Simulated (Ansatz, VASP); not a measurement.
Rh in VASP and in Ansatz

```
Rh
1.0
     4.29929    0.00000    0.00000
    -2.14965    3.72330    0.00000
     0.00000    0.00000    2.63923
Rh
3
Direct
  0.00000 0.00000 0.00000
  0.33333 0.66667 0.50000
  0.66667 0.33333 0.50000
```

Alike in both runs: task single point; functional revPBE; k mesh 10 × 10 × 13; occupations fermi-dirac, width 0.1 eV; no spin polarisation.

|  | VASP | Ansatz |
| --- | --- | --- |
| version | VASP 6.6.1 | Ansatz 0.2.0 |
| potentials or method | VASP PAW PBE potentials, release 64 (Rh_pv), cutoff 520 eV | plane waves (420 eV) with PAW, scalar-relativistic |
| valence electrons in the cell | 45 | 51 |

VASP gave:

| Quantity | Value |
| --- | --- |
| pressure (GPa) | 10.2 |
| traceless stress, the component that is largest in VASP (GPa) | -1.17 |

Q: Which values does Ansatz return?

A: Pressure (GPa): 10.1; traceless stress, the component that is largest in VASP (GPa): -1.09.

VASP's potentials were made for PBE, not for revPBE. The functional is the same, so the differences come from potentials, cutoffs and numerics. VASP's potentials hold 45 valence electrons a cell and Ansatz's 51, so a difference there can come from the potentials and not from the codes.
